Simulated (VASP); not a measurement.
## InSb: single point with PBE

The system is InSb.

```
In Sb
1.0
     3.05494    0.00000    0.00000
     0.00000    3.05494    0.00000
     0.00000    0.00000    6.37919
In Sb
1 1
Direct
  0.00000 0.00000 0.00000
  0.00000 0.00000 0.50000
```

This cell differs from its parent crystal: the cell strained.

```
Program             : VASP 6.6.1
Task                : single point
Functional          : PBE
Potentials or basis : VASP PAW PBE potentials, release 64 (In_d, Sb)
Cutoff              : 500 eV
k mesh              : 14 × 14 × 8
Occupations         : gaussian, width 0.15 eV
Spin                : no spin polarisation
```

```json
{
 "Pressure": "0.2 GPa",
 "Band gap on the k mesh": "zero (bands 9 and 10 overlap by 6.16 eV)"
}
```

Stress tensor (GPa, compression positive):
```
 1.24  0.00  0.00
 0.00  1.24  0.00
 0.00  0.00 -1.79
```

Levels at points of the mesh, in eV from the Fermi level:
| k point | band 5 | band 6 | band 7 | band 8 | band 9 | band 10 | band 11 | band 12 | band 13 | band 14 |
| --- | --- | --- | --- | --- | --- | --- | --- | --- | --- | --- |
| (0.00, 0.00, 0.00) | -14.32 | -11.59 | -7.06 | -4.52 | 4.39 | 4.39 | 4.43 | 7.90 | 7.91 | 8.90 |
| (0.50, 0.00, 0.00) | -14.36 | -8.86 | -5.02 | -3.44 | -2.10 | -1.77 | 2.93 | 6.62 | 7.11 | 10.48 |
| (0.50, 0.50, 0.00) | -14.12 | -5.92 | -2.83 | -2.83 | 0.21 | 0.61 | 0.88 | 0.88 | 2.83 | 5.91 |
| (0.00, 0.00, 0.50) | -14.32 | -11.49 | -8.08 | -1.31 | -0.11 | 4.53 | 4.53 | 7.95 | 8.28 | 8.28 |
| (0.50, 0.00, 0.50) | -14.35 | -8.82 | -4.80 | -4.68 | -2.43 | 1.32 | 2.82 | 5.45 | 6.26 | 6.74 |
| (0.50, 0.50, 0.50) | -14.12 | -5.91 | -2.67 | -2.67 | -1.30 | 0.33 | 0.33 | 3.10 | 4.36 | 4.68 |

Wall time 36 s on 1 thread of Intel(R) Xeon(R) 6975P-C (Granite Rapids), with other jobs on the host, peak memory 0.29 GiB.

Caveat: the cell differs from its parent crystal (the cell strained); spin-orbit coupling is left out, which moves the levels of the heavy elements.
